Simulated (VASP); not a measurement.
Write the native input for VASP 6.6.1 that does the following.

```yaml
Task: single point
Functional: PBE
Potentials_or_basis: VASP PAW PBE potentials, release 64 (Eu)
Cutoff: 520 eV
k_mesh: 10 × 10 × 10
Occupations: methfessel-paxton, width 0.3 eV
Spin: collinear spin, ferromagnetic start
Starting_moments: "[7.02] μB"
Dipole_correction: no
Further_INCAR_settings: ALGO = Normal; EDIFF = 1e-06; NBANDS = 18
```

The structure of Eu lies in POSCAR:

```
Eu
1.0
   -2.1939508085      2.1939508085      2.1939508085
    2.1939508085     -2.1939508085      2.1939508085
    2.1939508085      2.1939508085     -2.1939508085
Eu
1
Direct
    0.0000000000      0.0000000000      0.0000000000
```

One way to write it, as run:

INCAR

```
SYSTEM = Eu
PREC = Accurate
ENCUT = 520
EDIFF = 1E-6
ISMEAR = 1
SIGMA = 0.3
LREAL = .FALSE.
LASPH = .TRUE.
NELM = 150
ALGO = Normal
ISIF = 2
LWAVE = .FALSE.
LCHARG = .TRUE.
ISPIN = 2
MAGMOM = 7.02
LORBIT = 11
LMAXMIX = 6
GGA = PE
LELF = .TRUE.
LVHAR = .TRUE.
NBANDS = 18
```

KPOINTS

```
Automatic mesh
0
G
  10 10 10
  0 0 0
```

Potentials or basis: VASP PAW PBE potentials, release 64 (Eu).

Run with:

```bash
$ cat potpaw_PBE.64/Eu/POTCAR > POTCAR
$ mpirun -np 1 vasp_std > vasp.out
```

It gave:

- Pressure: -0.4 GPa
- Net moment: 7.39 μB per cell
- Site moments: Eu +6.70 μB
- Valence electrons inside the program's atomic spheres: Eu 14.74

Caveat: so wide a smearing shifts energies and pressures.

Wall time 54 s on 1 thread of AMD EPYC 9R45 96-Core Processor (Zen 5), with other jobs on the host, peak memory 0.19 GiB.
